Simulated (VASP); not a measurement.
A run of VASP 6.6.1 is set up as follows.

The input INCAR:

```
  ALGO = Normal
  EDIFF = 1E-6
  ENCUT = 400
  GGA = PE
  GGA_COMPAT = False
  ISIF = 2
  ISMEAR = 0
  LASPH = True
  LCHARG = False
  LREAL = Auto
  LWAVE = False
  NBANDS = 270
  NELECT = 474.0
  NELM = 120
  PREC = Accurate
  SIGMA = 0.01
```

Contents of KPOINTS:

```
Automatic mesh
0
Gamma
  1 1 1
  0.25 0.25 0.25
```

The input POSCAR:

```
NaW18S36
1.0
    9.3812494600     -0.0000000900      0.0000000000
   -4.6906246600      8.1244004000      0.0000000000
    0.0000000000      0.0000000000     12.1647637100
W S Na
18 36 1
Direct
    0.1111111100      0.2222222200      0.2500000000
    0.2222222200      0.1111111100      0.7500000000
    0.1111111100      0.5555555600      0.2500000000
    0.2222222200      0.4444444400      0.7500000000
    0.1111111100      0.8888888900      0.2500000000
    0.2222222200      0.7777777800      0.7500000000
    0.4444444400      0.2222222200      0.2500000000
    0.5555555600      0.1111111100      0.7500000000
    0.4444444400      0.5555555600      0.2500000000
    0.5555555600      0.4444444400      0.7500000000
    0.4444444400      0.8888888900      0.2500000000
    0.5555555600      0.7777777800      0.7500000000
    0.7777777800      0.2222222200      0.2500000000
    0.8888888900      0.1111111100      0.7500000000
    0.7777777800      0.5555555600      0.2500000000
    0.8888888900      0.4444444400      0.7500000000
    0.7777777800      0.8888888900      0.2500000000
    0.8888888900      0.7777777800      0.7500000000
    0.1111111100      0.2222222200      0.6215924400
    0.2222222200      0.1111111100      0.1215924400
    0.1111111100      0.2222222200      0.8784075600
    0.2222222200      0.1111111100      0.3784075600
    0.1111111100      0.5555555600      0.6215924400
    0.2222222200      0.4444444400      0.1215924400
    0.1111111100      0.5555555600      0.8784075600
    0.2222222200      0.4444444400      0.3784075600
    0.1111111100      0.8888888900      0.6215924400
    0.2222222200      0.7777777800      0.1215924400
    0.1111111100      0.8888888900      0.8784075600
    0.2222222200      0.7777777800      0.3784075600
    0.4444444400      0.2222222200      0.6215924400
    0.5555555600      0.1111111100      0.1215924400
    0.4444444400      0.2222222200      0.8784075600
    0.5555555600      0.1111111100      0.3784075600
    0.4444444400      0.5555555600      0.6215924400
    0.5555555600      0.4444444400      0.1215924400
    0.4444444400      0.5555555600      0.8784075600
    0.5555555600      0.4444444400      0.3784075600
    0.4444444400      0.8888888900      0.6215924400
    0.5555555600      0.7777777800      0.1215924400
    0.4444444400      0.8888888900      0.8784075600
    0.5555555600      0.7777777800      0.3784075600
    0.7777777800      0.2222222200      0.6215924400
    0.8888888900      0.1111111100      0.1215924400
    0.7777777800      0.2222222200      0.8784075600
    0.8888888900      0.1111111100      0.3784075600
    0.7777777800      0.5555555600      0.6215924400
    0.8888888900      0.4444444400      0.1215924400
    0.7777777800      0.5555555600      0.8784075600
    0.8888888900      0.4444444400      0.3784075600
    0.7777777800      0.8888888900      0.6215924400
    0.8888888900      0.7777777800      0.1215924400
    0.7777777800      0.8888888900      0.8784075600
    0.8888888900      0.7777777800      0.3784075600
    0.6666670000      0.6666670000      0.0000000000
```

Potentials or basis: VASP PAW PBE potentials, release 64 (W_sv, S, Na_pv).

Command:

```console
$ cat potpaw_PBE.64/W_sv/POTCAR potpaw_PBE.64/S/POTCAR potpaw_PBE.64/Na_pv/POTCAR > POTCAR
$ mpirun -np 1 vasp_std > vasp.out
```

Task: Estimate the largest force.

Result: 1.636 eV/Å.

Forces in eV/Å, atoms in the order of the input:
```
W    0.024 -0.014 -0.028
W   -0.024  0.014  0.028
W    0.000  0.028 -0.028
W   -0.052 -0.030  0.061
W    0.052  0.030 -0.061
W    0.000 -0.028  0.028
W    0.000 -0.060 -0.061
W    0.024  0.014  0.028
W   -0.087 -0.050  0.137
W    0.000 -0.100 -0.137
W   -0.052  0.030 -0.061
W   -0.087  0.050 -0.137
W   -0.024 -0.014 -0.028
W    0.000  0.060  0.061
W    0.087 -0.050  0.137
W    0.052 -0.030  0.061
W    0.000  0.100  0.137
W    0.087  0.050 -0.137
S   -0.017  0.010 -0.597
S   -0.009  0.005 -0.582
S    0.009 -0.005  0.582
S    0.017 -0.010  0.597
S    0.000 -0.020 -0.597
S   -0.053 -0.031 -0.577
S    0.000  0.011  0.582
S    0.015  0.009  0.591
S   -0.015 -0.009 -0.591
S    0.000 -0.011 -0.582
S    0.053  0.031  0.577
S    0.000  0.020  0.597
S    0.000  0.017 -0.591
S    0.009  0.005 -0.582
S    0.000 -0.061  0.577
S   -0.017 -0.010  0.597
S    0.006  0.003 -0.586
S    0.000 -1.539  0.556
S   -1.333 -0.769 -0.556
S    0.000  0.007  0.586
S    0.015 -0.009 -0.591
S   -1.333  0.769  0.556
S   -0.053  0.031  0.577
S    0.006 -0.003  0.586
S    0.017  0.010 -0.597
S    0.000  0.061 -0.577
S   -0.009 -0.005  0.582
S    0.000 -0.017  0.591
S   -0.006  0.003 -0.586
S    0.053 -0.031 -0.577
S    1.333 -0.769 -0.556
S   -0.015  0.009  0.591
S    0.000 -0.007 -0.586
S    1.333  0.769  0.556
S    0.000  1.539 -0.556
S   -0.006 -0.003  0.586
Na   0.000  0.000  0.000
```

Caveat: the k points lie up to 0.77 Å⁻¹ apart; the cell carries a net charge on a neutralising background, which shifts energy and pressure.
